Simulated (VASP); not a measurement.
Input of a VASP 6.6.1 run:

INCAR

```
SYSTEM = Be
PREC = Accurate
ENCUT = 520
EDIFF = 1E-6
ISMEAR = 0
SIGMA = 0.1
LREAL = .False.
LASPH = .True.
NELM = 100
ALGO = Fast
ISIF = 2
LWAVE = .False.
LCHARG = .True.
GGA = PE
LELF = .True.
LVHAR = .True.
NBANDS = 7
```

Contents of KPOINTS:

```
regular mesh
0
Gamma
  34 34 34
  0 0 0
```

POSCAR

```
Be
1.0
   -1.1384539074      1.1384539074      1.6089793850
    1.1384539074     -1.1384539074      1.6089793850
    1.1384539074      1.1384539074     -1.6089793850
Be
1
Direct
    0.5000000000      0.5000000000      0.0000000000
```

Potentials or basis: VASP PAW PBE potentials, release 64 (Be).

The run is started by

```sh
$ cat potpaw_PBE.64/Be/POTCAR > POTCAR
$ mpirun -np 1 vasp_std > vasp.out
```

Q: Predict the band gap on the k mesh.

A: Zero (band 1 reaches 7.76 eV, above the bottom of band 2 at 6.93 eV).

Q: Estimate the pressure.

A: -6.1 GPa.
